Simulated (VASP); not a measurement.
Here is a VASP 6.6.1 calculation.

Contents of POSCAR:

```
AlGa3N4
1.0
    4.4653444522      0.0000000000      0.0000000000
    0.0000000000      4.4653444522      0.0000000000
    0.0000000000      0.0000000000      4.3537108409
Al Ga N
1 3 4
Direct
    0.0000000000      0.0000000000      0.0000000000
    0.5000000000      0.5000000000      0.0000000000
    0.5000000000      0.0000000000      0.5000000000
    0.0000000000      0.5000000000      0.5000000000
    0.7553510553      0.7553510553      0.2446489447
    0.7553510553      0.2446489447      0.7553510553
    0.2446489447      0.7553510553      0.7553510553
    0.2446489447      0.2446489447      0.2446489447
```

INCAR.step1

```
PREC = Accurate ; ENCUT = 520
ISMEAR = 0 ; SIGMA = 0.05
LREAL = False ; LASPH = True
NELM = 80 ; NBANDS = 41
GGA = PE ; ALGO = Normal
EDIFF = 1E-4 ; LWAVE = True
LCHARG = False
```

Contents of INCAR.step2:

```
PREC = Accurate ; ENCUT = 520
EDIFF = 1E-6 ; ISMEAR = 0
SIGMA = 0.05 ; LREAL = False
LASPH = True ; NELM = 80
ALGO = Normal ; ISIF = 2
LWAVE = False ; LCHARG = True
METAGGA = R2SCAN ; LMIXTAU = True
LELF = True ; LVHAR = True
NBANDS = 41 ; ISTART = 1
```

File KPOINTS:

```
regular mesh
0
Gamma
  6 6 6
```

Potentials or basis: VASP PAW PBE potentials, release 64 (Al, Ga_d, N).

Launch:

```console
$ cat potpaw_PBE.64/Al/POTCAR potpaw_PBE.64/Ga_d/POTCAR potpaw_PBE.64/N/POTCAR > POTCAR
$ cp INCAR.step1 INCAR
$ mpirun -np 1 vasp_std > vasp.out
$ cp INCAR.step2 INCAR
$ mpirun -np 1 vasp_std > vasp.out
```

(1) What does it give for the pressure?

(2) Predict the band gap on the k mesh.

Answers

(1) 6.1 GPa.

(2) 2.93 eV, direct.

Caveat: the cell differs from its parent crystal (strain +0.000 along x and y, -0.025 along z); the PAW data sets were made with another functional, which shifts forces and pressure a little.
